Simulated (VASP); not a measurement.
Input of a VASP 6.6.1 run:

INCAR

```
PREC = Accurate
ENCUT = 520
EDIFF = 1E-7
ISMEAR = 0
SIGMA = 0.15
LREAL = F
LASPH = T
NELM = 60
ALGO = Fast
ISIF = 2
LWAVE = F
LCHARG = F
GGA = PE
IVDW = 12
NBANDS = 14
```

Contents of KPOINTS:

```
regular mesh
0
Gamma
  16 16 16
```

POSCAR

```
Bi
1.0
   -1.6655486420      2.2533893392      1.9594689906
    1.6655486420     -2.2533893392      1.9594689906
    1.6655486420      2.2533893392     -1.9594689906
Bi
1
Direct
    0.0000000000      0.0000000000      0.0000000000
```

Potentials or basis: VASP PAW PBE potentials, release 64 (Bi_d).

Launch:

```console
$ cat potpaw_PBE.64/Bi_d/POTCAR > POTCAR
$ mpirun -np 1 vasp_std > vasp.out
```

(1) Predict the dispersion energy per atom.

(2) Estimate the pressure.

Answers

(1) -0.537 eV.

(2) 2.5 GPa.

Caveat: the cell differs from its parent crystal (strain +e along x and -e along y -0.1500, strain +e along z and -e/2 along x and y +0.0000); pairwise dispersion overbinds metals, which lowers pressure and volume.
